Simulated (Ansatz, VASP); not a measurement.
# GaAs in VASP and in Ansatz

Contents of INCAR:

```
PREC = Accurate
ENCUT = 600
EDIFF = 1E-6
ISMEAR = -1
SIGMA = 0.05
LREAL = F
LASPH = T
NELM = 60
ALGO = Normal
ISIF = 3
LWAVE = F
LCHARG = F
GGA = PS
IVDW = 12
IBRION = 2
NSW = 60
EDIFFG = -0.01
```

The input KPOINTS:

```
Automatic mesh
0
Gamma
  8 8 8
```

File POSCAR:

```
GaAs
1.0
    0.0000000000      2.8268500000      2.8268500000
    2.8268500000      0.0000000000      2.8268500000
    2.8268500000      2.8268500000      0.0000000000
As Ga
1 1
Direct
    0.7500000000      0.7500000000      0.7500000000
    0.0000000000      0.0000000000      0.0000000000
```

input.yaml

```yaml
crystal:
  lattice:
    - [0.0, 2.82685, 2.82685]
    - [2.82685, 0.0, 2.82685]
    - [2.82685, 2.82685, 0.0]
  atoms:
    - { symbol: As, position: [0.75, 0.75, 0.75] }
    - { symbol: Ga, position: [0.0, 0.0, 0.0] }
hamiltonian:
  xc: pbesol
  pseudopotentials: { kind: paw }
  dispersion: d3bj
kpoints:
  mp_grid: { grid: [8, 8, 8] }
scf:
  occupations: { method: fermi_dirac, width: 0.05 }
output:
  forces: true
  stress: true
  eigenvalues: true
relax:
  f_tol: 0.01
  max_steps: 40
  cell: { stress_tol: 0.05 }
```

Alike in both runs: task relaxation of cell and atoms; functional PBEsol; dispersion D3(BJ); k mesh 8 × 8 × 8; occupations fermi-dirac, width 0.05 eV; no spin polarisation.

```csv
,VASP,Ansatz
version,VASP 6.6.1,Ansatz 0.2.0
potentials or method,"VASP PAW PBE potentials, release 64 (As, Ga_d)",Ansatz PAW
plane-wave cutoff (eV),600,420
valence electrons in the cell,18,28
```

|  | VASP | Ansatz | Ansatz less VASP |
| --- | --- | --- | --- |
| gap on the k mesh at the Fermi level, each at its own relaxed structure (eV) | 0.64 | 0.65 | +0.002 |
| relaxed volume (Å³/atom) | 22.03 | 21.98 | -0.052 |
| relaxed length of the cell vector where the two differ most in proportion (Å) | 3.965 | 3.962 | -0.0031 |

VASP's potentials were made for PBE, not for PBEsol. VASP's potentials hold 18 valence electrons a cell and Ansatz's 28, so a difference there can come from the potentials and not from the codes.

Noted on Ansatz's run: the plane-wave basis is chosen anew once the cell has moved, so the energies of steps on either side of that aren't comparable.
